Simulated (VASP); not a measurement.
# CdS (Hawleyite) (F-43m) in VASP: a series of runs

Aim: see how the results for CdS (Hawleyite) move with the level of theory and the settings. Levels: BLYP, PBE, BLYP+D3(BJ), BLYP+D4, revPBE. Tasks: single point.

All numbers are computed with VASP 6.6.1; they aren't measurements. Logs are shortened: lines on timing, memory, paths and dates and some standing lists are left out, and cuts for length are marked.

**1. The cell of the first run**

It takes space group F-43m (No. 216, cubic). The conventional cell has a = 5.833 Å, b = 5.833 Å, c = 5.833 Å, α = 90.00°, β = 90.00°, γ = 90.00°. Cd (site symmetry -43m) has 4 S at 2.53 Å within 3.3 Å. S (site symmetry -43m) has 4 Cd at 2.53 Å within 3.3 Å.

**2. Single point, BLYP**

Input file INCAR:

```
  PREC = Accurate
  ENCUT = 520
  EDIFF = 1E-6
  ISMEAR = -1
  SIGMA = 0.05
  LREAL = F
  LASPH = T
  NELM = 60
  ALGO = Normal
  ISIF = 2
  LWAVE = F
  LCHARG = F
  GGA = B5
  ALDAX = 1.0
  AGGAX = 1.0
  AGGAC = 1.0
  ALDAC = 0.0
  NBANDS = 16
```

Input file KPOINTS:

```
regular mesh
0
Gamma
  8 8 8
```

Input file POSCAR:

```
CdS
1.0
    0.0000000000      2.9165000000      2.9165000000
    2.9165000000      0.0000000000      2.9165000000
    2.9165000000      2.9165000000      0.0000000000
Cd S
1 1
Direct
    0.0000000000      0.0000000000      0.0000000000
    0.7500000000      0.7500000000      0.7500000000
```

Potentials or basis: VASP PAW PBE potentials, release 64 (Cd, S).

On the command line:

```console
$ cat potpaw_PBE.64/Cd/POTCAR potpaw_PBE.64/S/POTCAR > POTCAR
$ mpirun -np 1 vasp_std > vasp.out
```

OUTCAR:

```text
PREC = Accurate
   ENCUT = 520
   EDIFF = 1E-6
   ISMEAR = -1
   LREAL = F
   LASPH = T
   NELM = 60
   ISIF = 2
   GGA = B5

 ion  position               nearest neighbor table
   1  0.000  0.000  0.000-   2 2.53   2 2.53   2 2.53   2 2.53
   2  0.750  0.750  0.750-   1 2.53   1 2.53   1 2.53   1 2.53

  LATTYP: Found a face centered cubic cell.
 ALAT       =     5.8330000000

  Lattice vectors:

 A1 = (   0.0000000000,   2.9165000000,   2.9165000000)
 A2 = (   2.9165000000,   0.0000000000,   2.9165000000)
 A3 = (   2.9165000000,   2.9165000000,   0.0000000000)

Analysis of symmetry for initial positions (statically):
=====================================================================
 Subroutine PRICEL returns:
 Original cell was already a primitive cell.

 Routine SETGRP: Setting up the symmetry group for a
 face centered cubic supercell.

 Subroutine GETGRP returns: Found 24 space group operations
 (whereof 24 operations were pure point group operations)
 out of a pool of 48 trial point group operations.

The static configuration has the point symmetry T_d .

Analysis of symmetry for dynamics (positions and initial velocities):
=====================================================================
 Subroutine PRICEL returns:
 Original cell was already a primitive cell.

 Routine SETGRP: Setting up the symmetry group for a
 face centered cubic supercell.

 Subroutine GETGRP returns: Found 24 space group operations
 (whereof 24 operations were pure point group operations)
 out of a pool of 48 trial point group operations.

The dynamic configuration has the point symmetry T_d .

 Subroutine INISYM returns: Found 24 space group operations
 (whereof 24 operations are pure point group operations),
 and found     1 'primitive' translations

----------------------------------------------------------------------------------------

                                     Primitive cell

  volume of cell :      49.6153

  direct lattice vectors                    reciprocal lattice vectors
     0.000000000  2.916500000  2.916500000    -0.171438368  0.171438368  0.171438368
     2.916500000  0.000000000  2.916500000     0.171438368 -0.171438368  0.171438368
     2.916500000  2.916500000  0.000000000     0.171438368  0.171438368 -0.171438368

  length of vectors
     4.124553855  4.124553855  4.124553855     0.296939964  0.296939964  0.296939964

  position of ions in fractional coordinates (direct lattice)
     0.000000000  0.000000000  0.000000000
     0.750000000  0.750000000  0.750000000

  ion indices of the primitive-cell ions
   primitive index   ion index
                 1           1
                 2           2

----------------------------------------------------------------------------------------

 KPOINTS: regular mesh

Automatic generation of k-mesh.
 Grid dimensions read from file:
 generate k-points for:    8    8    8

 Generating k-lattice:

  Cartesian coordinates                     Fractional coordinates (reciprocal lattice)
    -0.021429796  0.021429796  0.021429796     0.125000000  0.000000000  0.000000000
     0.021429796 -0.021429796  0.021429796     0.000000000  0.125000000  0.000000000
     0.021429796  0.021429796 -0.021429796     0.000000000  0.000000000  0.125000000

  Length of vectors
     0.037117495  0.037117495  0.037117495

  Shift w.r.t. Gamma in fractional coordinates (k-lattice)
     0.000000000  0.000000000  0.000000000

 Subroutine IBZKPT returns following result:
 ===========================================

 Found     29 irreducible k-points:

 Following reciprocal coordinates:
            Coordinates               Weight
  0.000000  0.000000  0.000000      1.000000
  0.125000  0.000000  0.000000      8.000000
  0.250000  0.000000  0.000000      8.000000
  0.375000  0.000000  0.000000      8.000000
  0.500000  0.000000  0.000000      4.000000
  0.125000  0.125000  0.000000      6.000000
[... 16 lines left out ...]
  0.500000  0.250000  0.125000     48.000000
 -0.375000  0.250000  0.125000     24.000000
 [... further k-points ...]
   k-points           NKPTS =     29   k-points in BZ     NKDIM =     29   number of bands    NBANDS=     16
   number of dos      NEDOS =    301   number of ions     NIONS =      2
   total plane-waves  NPLWV =  32768
   dimension x,y,z NGX =    32 NGY =   32 NGZ =   32
   dimension x,y,z NGXF=    64 NGYF=   64 NGZF=   64
   ions per type =               1   1
   NGX,Y,Z   is equivalent  to a cutoff of  12.90, 12.90, 12.90 a.u.
   NGXF,Y,Z  is equivalent  to a cutoff of  25.80, 25.80, 25.80 a.u.
 SYSTEM =  unknown system
   PREC   = accura    normal or accurate (medium, high low for compatibility)
   ISTART =      0    job   : 0-new  1-cont  2-samecut
   ICHARG =      2    charge: 1-file 2-atom 10-const
   ISPIN  =      1    spin polarized calculation?
   LNONCOLLINEAR =      F non collinear calculations
   LSORBIT =      F    spin-orbit coupling
[... 47 lines left out ...]

  energy without entropy =       -5.11084787  energy(sigma->0) =       -5.11084794

 E-fermi :   2.2965     XC(G=0):  -8.6742

 val. band max:        1.6969442531   @ k =   0.0000   0.0000   0.0000
 cond. band min:       2.8176945970   @ k =   0.0000   0.0000   0.0000
 fundamental gap:      1.1207503439
 Fermi energy:         2.2965014968

 k-point     1 :       0.0000    0.0000    0.0000
  band No.  band energies     occupation
      1     -10.6614      2.00000
      2      -6.0773      2.00000
      3      -6.0773      2.00000
      4      -6.0773      2.00000
      5      -5.6074      2.00000
      6      -5.6074      2.00000
[... 8 lines left out ...]
     15      13.2623      0.00000
     16      13.2643      0.00000

 k-point     2 :       0.1250    0.0000    0.0000
  band No.  band energies     occupation
      1     -10.6003      2.00000
      2      -6.0551      2.00000
      3      -6.0551      2.00000
      4      -6.0230      2.00000
      5      -5.6084      2.00000
      6      -5.6084      2.00000
[... 8 lines left out ...]
     15      12.6748      0.00000
     16      13.8338      0.00000

 k-point     3 :       0.2500    0.0000    0.0000
  band No.  band energies     occupation
      1     -10.4522      2.00000
      2      -6.0069      2.00000
      3      -6.0069      2.00000
      4      -5.8300      2.00000
      5      -5.6030      2.00000
      6      -5.6030      2.00000
[... 8 lines left out ...]
     15      12.4402      0.00000
     16      13.1914      0.00000

 k-point     4 :       0.3750    0.0000    0.0000
  band No.  band energies     occupation
      1     -10.3046      2.00000
      2      -5.9699      2.00000
      3      -5.9699      2.00000
      4      -5.5831      2.00000
      5      -5.5831      2.00000
      6      -5.4791      2.00000
[... 8 lines left out ...]
     15      13.2823      0.00000
     16      13.2823      0.00000

 k-point     5 :       0.5000    0.0000    0.0000
  band No.  band energies     occupation
      1     -10.2441      2.00000
      2      -5.9586      2.00000
      3      -5.9586      2.00000
      4      -5.5698      2.00000
      5      -5.5698      2.00000
      6      -5.2287      2.00000
[... 8 lines left out ...]
     15      14.3270      0.00000
     16      14.3270      0.00000

 k-point     6 :       0.1250    0.1250    0.0000
  band No.  band energies     occupation
      1     -10.5800      2.00000
      2      -6.0337      2.00000
      3      -6.0337      2.00000
      4      -6.0331      2.00000
      5      -5.6232      2.00000
      6      -5.5949      2.00000
[... 8 lines left out ...]
     15      13.3629      0.00000
     16      14.4717      0.00000
[... 267 lines left out ...]
 k-point    21 :       0.5000    0.5000    0.0000
  band No.  band energies     occupation
      1     -10.1151      2.00000
      2      -5.8649      2.00000
      3      -5.7331      2.00000
      4      -5.7331      2.00000
      5      -5.5212      2.00000
      6      -5.1632      2.00000
[... 8 lines left out ...]
     15      14.1442      0.00000
     16      15.2585      0.00000

 k-point    22 :       0.3750    0.2500    0.1250
  band No.  band energies     occupation
      1     -10.3436      2.00000
      2      -5.9552      2.00000
      3      -5.9295      2.00000
      4      -5.7655      2.00000
      5      -5.5989      2.00000
      6      -5.5459      2.00000
[... 8 lines left out ...]
     15      13.7770      0.00000
     16      15.7558      0.00000

 k-point    23 :       0.5000    0.2500    0.1250
  band No.  band energies     occupation
      1     -10.2276      2.00000
      2      -5.9202      2.00000
      3      -5.8942      2.00000
      4      -5.6711      2.00000
      5      -5.5739      2.00000
      6      -5.3126      2.00000
[... 8 lines left out ...]
     15      14.5711      0.00000
     16      14.8595      0.00000

 k-point    24 :      -0.3750    0.2500    0.1250
  band No.  band energies     occupation
      1     -10.1804      2.00000
      2      -5.9155      2.00000
      3      -5.8776      2.00000
      4      -5.6323      2.00000
      5      -5.5806      2.00000
      6      -5.1149      2.00000
[... 8 lines left out ...]
     15      14.0876      0.00000
     16      14.9227      0.00000

 [... further k-points ...]
[... 5 lines left out ...]
  --------------------------------------------------------------------------------------
  -------------------------------------------------------------------------------------
  Total        2.0210620      2.0210620      2.0210620      0.0000000      0.0000000     -0.0000000
  in kB       65.2640881     65.2640881     65.2640881      0.0000000      0.0000000     -0.0000000
  external PRESSURE =      65.2640881 kB  Pullay stress =       0.0000000 kB

 VOLUME and BASIS-vectors are now :
 -----------------------------------------------------------------------------
  energy-cutoff  :      520.00
  volume of cell :       49.62
      direct lattice vectors                 reciprocal lattice vectors
     0.000000000  2.916500000  2.916500000    -0.171438368  0.171438368  0.171438368
     2.916500000  0.000000000  2.916500000     0.171438368 -0.171438368  0.171438368
     2.916500000  2.916500000  0.000000000     0.171438368  0.171438368 -0.171438368

 POSITION                                       TOTAL-FORCE (eV/Angst)
 -----------------------------------------------------------------------------------
      0.00000      0.00000      0.00000        -0.000000      0.000000     -0.000000
      4.37475      4.37475      4.37475         0.000000     -0.000000      0.000000
 -----------------------------------------------------------------------------------
    total drift:                               -0.000000     -0.000000     -0.000001

  FREE ENERGIE OF THE ION-ELECTRON SYSTEM (eV)
  ---------------------------------------------------
  free  energy   TOTEN  =        -5.1108480168 eV

  energy  without entropy=       -5.1108478693  energy(sigma->0) =       -5.11084794
```

It took 17 s on 1 thread of Intel Xeon Platinum 8559C (Emerald Rapids), shared host; peak memory 0.18 GiB.

What came out:

```
Free energy            : -5.1108 eV
Pressure               : 6.5 GPa
Band gap on the k mesh : 1.12 eV, direct
```

Caveat: the PAW data sets were made with another functional, which shifts forces and pressure a little. BLYP gaps usually lie below the measured ones, often by a third to a half.

**3. Single point, PBE**

Input file INCAR:

```
ALGO = Normal
EDIFF = 1E-6
ENCUT = 520
GGA = PE
ISIF = 2
ISMEAR = 0
LASPH = True
LCHARG = True
LELF = True
LREAL = False
LVHAR = True
LWAVE = False
NBANDS = 16
NELM = 100
PREC = Accurate
SIGMA = 0.012
```

Input file KPOINTS:

```
k-points
0
Gamma
  8 8 8
```

POSCAR is that of step 2.

Potentials or basis: VASP PAW PBE potentials, release 64 (Cd, S).

On the command line:

```console
$ cat potpaw_PBE.64/Cd/POTCAR potpaw_PBE.64/S/POTCAR > POTCAR
$ mpirun -np 1 vasp_std > vasp.out
```

Run time: 13 s. Hardware: 1 thread of Intel Xeon Platinum 8559C (Emerald Rapids), shared host; peak memory 0.18 GiB.

The run converged. Its results:

```
Free energy            : -6.1213 eV
Pressure               : 3.2 GPa
Band gap on the k mesh : 1.15 eV, direct
```

Levels at points of the mesh, in eV from the valence-band top:
| k point | band 6 | band 7 | band 8 | band 9 | band 10 | band 11 | band 12 | band 13 |
| --- | --- | --- | --- | --- | --- | --- | --- | --- |
| (0.00, 0.00, 0.00) | -7.25 | 0.00 | 0.00 | 0.00 | 1.15 | 6.55 | 6.55 | 6.55 |
| (0.50, 0.00, 0.00) | -6.87 | -4.40 | -0.75 | -0.75 | 3.02 | 7.01 | 7.01 | 7.48 |
| (0.50, 0.50, 0.00) | -6.80 | -3.95 | -1.88 | -1.88 | 3.55 | 4.35 | 9.23 | 10.78 |

Expect the measured gap to be larger: semilocal functionals such as PBE lack the derivative discontinuity.

**4. Single point, BLYP+D3(BJ)**

This run uses another cell than the first one, of 25.22 Å³/atom, 1.017 times its volume.

Input file INCAR:

```
SYSTEM = CdS
AGGAC    = 1.0          
AGGAX    = 1.0          
ALDAC    = 0.0          
ALDAX    = 1.0          
ALGO     = Normal         ! electronic algorithm
EDIFF    = 1E-6           ! SCF threshold, eV
ENCUT    = 520            ! plane-wave cutoff, eV
GGA      = B5             ! functional
ISIF     = 2              ! what is computed and relaxed
ISMEAR   = -1             ! smearing method
IVDW     = 12             ! dispersion correction
LASPH    = .TRUE.         ! aspherical terms in the spheres
LCHARG   = .FALSE.        ! write CHGCAR
LREAL    = .FALSE.        ! projectors in reciprocal space
LWAVE    = .FALSE.        ! write WAVECAR
NBANDS   = 16             ! bands
NELM     = 60             ! most SCF steps
PREC     = Accurate       ! precision mode
SIGMA    = 0.05           ! smearing width, eV
VDW_A1   = 0.4298       
VDW_A2   = 4.2359       
VDW_S6   = 1.0          
VDW_S8   = 2.6996
```

Input file KPOINTS:

```
k-points
0
G
  8 8 8
  0 0 0
```

Input file POSCAR:

```
CdS
1.0
    0.0000000000      2.9327184048      2.9327184048
    2.9327184048      0.0000000000      2.9327184048
    2.9327184048      2.9327184048      0.0000000000
Cd S
1 1
Direct
    0.0000000000      0.0000000000      0.0000000000
    0.7500000000      0.7500000000      0.7500000000
```

On the command line:

```console
$ cat potpaw_PBE.64/Cd/POTCAR potpaw_PBE.64/S/POTCAR > POTCAR
$ mpirun -np 1 vasp_std > vasp.out
```

Run time: 18 s. Hardware: 1 thread of Intel Xeon Platinum 8559C (Emerald Rapids), shared host; peak memory 0.19 GiB.

Results (log left out):

```
Free energy                : -6.4604 eV
Pressure                   : 0.4 GPa
Band gap on the k mesh     : 1.08 eV, direct
Dispersion energy per atom : -0.659 eV
```

Levels at points of the mesh, in eV from the valence-band top:
```tsv
k point	band 6	band 7	band 8	band 9	band 10	band 11	band 12	band 13
(0.00, 0.00, 0.00)	-7.27	0.00	0.00	0.00	1.08	6.56	6.56	6.56
(0.50, 0.00, 0.00)	-6.90	-4.28	-0.72	-0.72	2.96	7.04	7.04	7.48
(0.50, 0.50, 0.00)	-6.84	-3.88	-1.80	-1.80	3.67	4.32	9.21	10.63
```

Caveat: the PAW data sets were made with another functional, which shifts forces and pressure a little. As with any semilocal functional, this BLYP gap is likely too small.

**5. Single point, BLYP+D4**

This run uses another cell than the first one, of 25.52 Å³/atom, 1.029 times its volume.

Input file INCAR:

```
PREC = Accurate ; ENCUT = 520
EDIFF = 1E-6 ; ISMEAR = -1
SIGMA = 0.05 ; LREAL = F
LASPH = T ; NELM = 100
ALGO = Normal ; ISIF = 2
LWAVE = F ; LCHARG = T
GGA = B5 ; ALDAX = 1.0
AGGAX = 1.0 ; AGGAC = 1.0
ALDAC = 0.0 ; IVDW = 13
VDW_S6 = 1.0 ; VDW_S8 = 2.34076671
VDW_A1 = 0.44488865 ; VDW_A2 = 4.0933009
LELF = T ; LVHAR = T
NBANDS = 16
```

Input file KPOINTS:

```
regular mesh
0
Gamma
  8 8 8
```

Input file POSCAR:

```
CdS
1.0
    0.0000000000      2.9439920446      2.9439920446
    2.9439920446      0.0000000000      2.9439920446
    2.9439920446      2.9439920446      0.0000000000
Cd S
1 1
Direct
    0.0000000000      0.0000000000      0.0000000000
    0.7500000000      0.7500000000      0.7500000000
```

On the command line:

```console
$ cat potpaw_PBE.64/Cd/POTCAR potpaw_PBE.64/S/POTCAR > POTCAR
$ mpirun -np 1 vasp_std > vasp.out
```

Run time: 21 s. Hardware: 1 thread of Intel Xeon Platinum 8559C (Emerald Rapids), shared host; peak memory 0.18 GiB.

The run converged. Its results:

```
Free energy                : -6.2974 eV
Pressure                   : 0.4 GPa
Band gap on the k mesh     : 1.05 eV, direct
Dispersion energy per atom : -0.569 eV
```

Levels at points of the mesh, in eV from the valence-band top:
| k point | band 6 | band 7 | band 8 | band 9 | band 10 | band 11 | band 12 | band 13 |
| --- | --- | --- | --- | --- | --- | --- | --- | --- |
| (0.00, 0.00, 0.00) | -7.24 | 0.00 | 0.00 | 0.00 | 1.05 | 6.56 | 6.56 | 6.56 |
| (0.50, 0.00, 0.00) | -6.89 | -4.21 | -0.71 | -0.71 | 2.94 | 7.04 | 7.04 | 7.45 |
| (0.50, 0.50, 0.00) | -6.83 | -3.83 | -1.77 | -1.77 | 3.69 | 4.30 | 9.16 | 10.56 |

Caveat: the PAW data sets were made with another functional, which shifts forces and pressure a little.

**6. Single point, revPBE**

This run uses another cell than the first one, of 26.78 Å³/atom, 1.080 times its volume.

Input file INCAR:

```
SYSTEM = CdS
  PREC = Accurate
  ENCUT = 520
  EDIFF = 1E-7
  ISMEAR = -1
  SIGMA = 0.05
  LREAL = .FALSE.
  LASPH = .TRUE.
  NELM = 80
  ALGO = Normal
  ISIF = 2
  LWAVE = .FALSE.
  LCHARG = .FALSE.
  GGA = RE
  NBANDS = 16
```

Input file KPOINTS:

```
Automatic mesh
0
G
  8 8 8
  0 0 0
```

Input file POSCAR:

```
CdS
1.0
    0.0000000000      2.9919832817      2.9919832817
    2.9919832817      0.0000000000      2.9919832817
    2.9919832817      2.9919832817      0.0000000000
Cd S
1 1
Direct
    0.0000000000      0.0000000000      0.0000000000
    0.7500000000      0.7500000000      0.7500000000
```

Potentials or basis: VASP PAW PBE potentials, release 64 (Cd, S).

On the command line:

```console
$ cat potpaw_PBE.64/Cd/POTCAR potpaw_PBE.64/S/POTCAR > POTCAR
$ mpirun -np 1 vasp_std > vasp.out
```

It took 12 s on 1 thread of Intel Xeon Platinum 8559C (Emerald Rapids), shared host; peak memory 0.18 GiB.

Results (log left out):

```
Free energy            : -5.5919 eV
Pressure               : 0.3 GPa
Band gap on the k mesh : 1.12 eV, direct
```

Levels at points of the mesh, in eV from the valence-band top:
| k point | band 7 | band 8 | band 9 | band 10 | band 11 | band 12 |
| --- | --- | --- | --- | --- | --- | --- |
| (0.00, 0.00, 0.00) | 0.00 | 0.00 | 0.00 | 1.12 | 6.61 | 6.61 |
| (0.50, 0.00, 0.00) | -3.91 | -0.64 | -0.64 | 2.99 | 7.06 | 7.06 |
| (0.50, 0.50, 0.00) | -3.59 | -1.61 | -1.61 | 3.82 | 4.30 | 9.10 |

Caveat: the PAW data sets were made with another functional, which shifts forces and pressure a little.

**7. Overview**

```csv
level,cell,smearing,gap on the mesh (eV),pressure (GPa)
BLYP,"a = 4.125 Å, angles 60.0°, 2 atoms",fermi-dirac 0.05 eV,1.12,6.5
PBE,"a = 4.125 Å, angles 60.0°, 2 atoms",gaussian 0.012 eV,1.15,3.2
BLYP+D3(BJ),"a = 4.147 Å, angles 60.0°, 2 atoms",fermi-dirac 0.05 eV,1.08,0.4
BLYP+D4,"a = 4.163 Å, angles 60.0°, 2 atoms",fermi-dirac 0.05 eV,1.05,0.4
revPBE,"a = 4.231 Å, angles 60.0°, 2 atoms",fermi-dirac 0.05 eV,1.12,0.3
```

Alike in all rows: task single point; potentials or basis VASP PAW PBE potentials, release 64 (Cd, S); no spin polarisation; k mesh 8 × 8 × 8; cutoff (eV) 520.

Caveats: the PAW data sets were made with another functional, which shifts forces and pressure a little (some runs).

Total energies depend on the potentials used, so only differences within one code and one set of settings carry meaning.
